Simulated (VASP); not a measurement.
Wanted: the native input for a VASP 6.6.1 run.

```yaml
Task: single point
Functional: PBEsol
Potentials_or_basis: VASP PAW PBE potentials, release 64 (Tl_d)
Cutoff: 520 eV
k_mesh: 9 × 9 × 5
Occupations: fermi-dirac, width 0.05 eV
Spin: non-collinear spin, zero start, spin-orbit coupling
Starting_moments: "[[0.0, 0.0, 0.0], [0.0, 0.0, 0.0]] μB"
Dipole_correction: no
Further_INCAR_settings: ALGO = Fast; EDIFF = 1e-06; NBANDS = 38
```

The structure of Tl lies in POSCAR:

```
Tl
1.0
    3.4560000000      0.0000000000      0.0000000000
   -1.7280000000      2.9929837955      0.0000000000
    0.0000000000      0.0000000000      5.5250000000
Tl
2
Direct
    0.6666666667      0.3333333333      0.7500000000
    0.3333333333      0.6666666667      0.2500000000
```

The input as run:

INCAR

```
ALGO     = Fast           # electronic algorithm
EDIFF    = 1E-6           # SCF threshold, eV
ENCUT    = 520            # plane-wave cutoff, eV
GGA      = PS             # functional
GGA_COMPAT= False        
ISIF     = 2              # what is computed and relaxed
ISMEAR   = -1             # smearing method
LASPH    = True           # aspherical terms in the spheres
LCHARG   = False          # write CHGCAR
LORBIT   = 11             # projections on sites
LORBMOM  = True         
LREAL    = False          # projectors in reciprocal space
LSORBIT  = True           # spin-orbit coupling
LWAVE    = False          # write WAVECAR
MAGMOM   = 0 0 0 0 0 0    # initial moments
NBANDS   = 38             # bands
NELM     = 150            # most SCF steps
PREC     = Accurate       # precision mode
SIGMA    = 0.05           # smearing width, eV
```

KPOINTS

```
k-points
0
Gamma
  9 9 5
```

Potentials or basis: VASP PAW PBE potentials, release 64 (Tl_d).

The run is started by

```bash
$ cat potpaw_PBE.64/Tl_d/POTCAR > POTCAR
$ mpirun -np 1 vasp_ncl > vasp.out
```

Results of the run:

| Property | Result |
| --- | --- |
| Pressure | -0.3 GPa |
| Net moment | 0.00 μB per cell |
| Valence electrons inside the program's atomic spheres | Tl 11.21 |

Caveat: the PAW data sets were made with another functional, which shifts forces and pressure a little.

It took 2.4 min on 1 thread of AMD EPYC 7R13 Processor (Zen 3), on a shared host, peak memory 0.32 GiB.
